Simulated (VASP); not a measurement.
A run of VASP 6.6.1:

Contents of INCAR:

```
SYSTEM = Ti2Al6H
PREC = Accurate ; ENCUT = 520
EDIFF = 1E-7 ; ISMEAR = 0
SIGMA = 0.1 ; LREAL = .False.
LASPH = .True. ; NELM = 100
ALGO = Normal ; ISIF = 2
LWAVE = .False. ; LCHARG = .False.
GGA = PE ; IBRION = 2
NSW = 65 ; EDIFFG = -0.025
```

Contents of KPOINTS:

```
Automatic mesh
0
Gamma
  6 6 6
  0 0 0
```

The input POSCAR:

```
Ti2Al6H
1.0
   -3.9797267091      3.9797267091      0.0000000000
    0.0000000000      3.9797267091     -3.9797267091
   -3.9797267091      0.0000000000     -3.9797267091
Ti Al H
2 6 1
Direct
    0.0000000000      0.0000000000      0.0000000000
    0.5000000000      0.5000000000      0.5000000000
    0.5000000000      0.0000000000      0.0000000000
    0.0000000000      0.5000000000      0.5000000000
    0.5000000000      0.5000000000      0.0000000000
    0.0000000000      0.0000000000      0.5000000000
    0.0000000000      0.5000000000      0.0000000000
    0.5000000000      0.0000000000      0.5000000000
    0.2500000000      0.7500000000      0.7500000000
```

Potentials or basis: VASP PAW PBE potentials, release 64 (Ti_sv, Al, H).

The run is started by

```sh
$ cat potpaw_PBE.64/Ti_sv/POTCAR potpaw_PBE.64/Al/POTCAR potpaw_PBE.64/H/POTCAR > POTCAR
$ mpirun -np 1 vasp_std > vasp.out
```

Hardware: 1 thread of Intel(R) Xeon(R) 6975P-C (Granite Rapids), with other jobs on the host.

**Question.** How long does it take, and how much memory?

**Answer.** Run time: 3.5 min on 1 thread of Intel(R) Xeon(R) 6975P-C (Granite Rapids) (shared host), peak memory 0.32 GiB. Counts: scf iterations 60, k points 30, ion steps 7.
